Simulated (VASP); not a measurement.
Runs of VASP 6.6.1 on InSb. The structure is that of space group F-43m (No. 216), or close to it. The cells are those of the table. 

| cell | k mesh | smearing | gap on the mesh (eV) | pressure (GPa) |
| --- | --- | --- | --- | --- |
| a = 4.710 Å, angles 60.0°, 2 atoms | 8 × 8 × 8 | fermi-dirac 0.15 eV | none | -0.4 |
| a = 4.607 Å, angles 60.0°, 2 atoms | 4 × 4 × 4 | gaussian 0.05 eV | none | (a) |
| a = 4.757 Å, angles 60.0°, 2 atoms | 4 × 4 × 4 | gaussian 0.05 eV | none | -1.0 |
| a = 4.710 Å, angles 60.0°, 2 atoms | 4 × 4 × 4 | gaussian 0.05 eV | none | 0.0 |

Alike in all rows: task single point; level PBE; potentials or basis VASP PAW PBE potentials, release 64 (In_d, Sb); no spin polarisation; cutoff (eV) 500.

Problem. Fill in the values left out.

Solution. (a) 2.8.

Caveats: some runs use coarse meshes; spin-orbit coupling is left out, which moves the levels of the heavy elements.

A k mesh can miss the band edges, and the runs leave out spin-orbit coupling on In, Sb.

A gap of «none» marks levels without a gap at the run's occupations.
